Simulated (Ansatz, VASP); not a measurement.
# CdSe in VASP and in Ansatz

```
Cd Se
1.0
    -0.34083    3.09841    3.09841
     3.09841   -0.34083    3.09841
     2.75759    2.75759    0.00000
Cd Se
1 1
Direct
  0.00000 0.00000 0.00000
  0.75000 0.75000 0.75000
```

Change from the starting cell: engineering shear strain xz -0.2200, normal strain along z +0.0000.

Alike in both runs: task single point; functional PBE; k mesh 10 × 10 × 10; occupations gaussian, width 0.05 eV; no spin polarisation.

|  | VASP | Ansatz |
| --- | --- | --- |
| version | VASP 6.6.1 | Ansatz 0.2.0 |
| potentials or method | VASP PAW PBE potentials, release 64 (Cd, Se), cutoff 520 eV | scalar-relativistic, plane waves, PAW |
| valence electrons in the cell | 18 | 36 |

```tsv
	VASP	Ansatz	Ansatz less VASP
gap on the k mesh at the Fermi level (eV)	0.17	0.18	+0.007
least direct gap on the mesh (eV)	0.17	0.18	+0.007
pressure (GPa)	3.8	3.5	-0.32
traceless stress, the component that is largest in VASP (GPa)	9.29	9.07	-0.218
rms of the force components (eV/Å)	0.802	0.770	-0.0322
```

Atom by atom the forces differ by 0.032 eV/Å (rms over components). The functional is the same, so the differences come from potentials, cutoffs and numerics. VASP's potentials hold 18 valence electrons a cell and Ansatz's 36, so a difference there can come from the potentials and not from the codes.
